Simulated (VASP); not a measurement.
**ZnS: single point with PBE**

Crystal: ZnS.

```
CELL_PARAMETERS angstrom
0.00000 2.70465 2.70465
2.70465 0.00000 2.70465
2.70465 2.70465 0.00000
ATOMIC_POSITIONS crystal
Zn 0.95330 0.95330 0.95330
S 0.75000 0.75000 0.75000
```

This cell differs from its parent crystal: all Zn atoms moved +0.438 Å, as atom 1 towards its neighbour atom 2 (S) at 2.342 Å.

* Program: VASP 6.6.1
* Task: single point
* Functional: PBE
* Potentials or basis: VASP PAW PBE potentials, release 64 (Zn, S)
* Cutoff: 520 eV
* k mesh: 10 × 10 × 10
* Occupations: gaussian, width 0.05 eV
* Spin: no spin polarisation
* Dipole correction: no
* Further INCAR settings: ALGO = Normal; EDIFF = 1e-07; NBANDS = 16

```
Pressure               : 13.2 GPa
Largest force          : 7.033 eV/Å
Band gap on the k mesh : 1.96 eV, direct
```

Forces on the atoms (eV/Å):
```
Zn   4.061  4.061  4.061
S   -4.061 -4.061 -4.061
```

Stress tensor (GPa, compression positive):
```
13.15 15.53 15.53
15.53 13.15 15.53
15.53 15.53 13.15
```

Levels at points of the mesh, in eV from the valence-band top:
```csv
k point,band 5,band 6,band 7,band 8,band 9,band 10,band 11,band 12,band 13,band 14
"(0.00, 0.00, 0.00)",-6.46,-6.46,-0.88,0.00,0.00,1.96,6.10,6.10,7.22,11.26
"(0.50, 0.00, 0.00)",-6.38,-6.28,-4.99,-1.51,-0.35,2.83,5.49,7.81,8.43,11.41
"(0.50, 0.50, 0.50)",-6.53,-6.53,-5.87,-1.27,-1.27,3.84,7.26,7.26,8.85,11.52
"(0.50, 0.50, 0.00)",-6.38,-6.32,-4.70,-2.38,-2.11,2.66,4.13,10.35,11.49,12.71
```

It took 38 s on 1 thread of Intel(R) Xeon(R) 6975P-C (Granite Rapids), on a shared host, peak memory 0.2 GiB.

Caveat: the cell differs from its parent crystal (all Zn atoms moved +0.438 Å, as atom 1 towards its neighbour atom 2 (S) at 2.342 Å); forces of over 1 eV/Å act on the atoms, so gaps and moduli don't describe the material at rest.
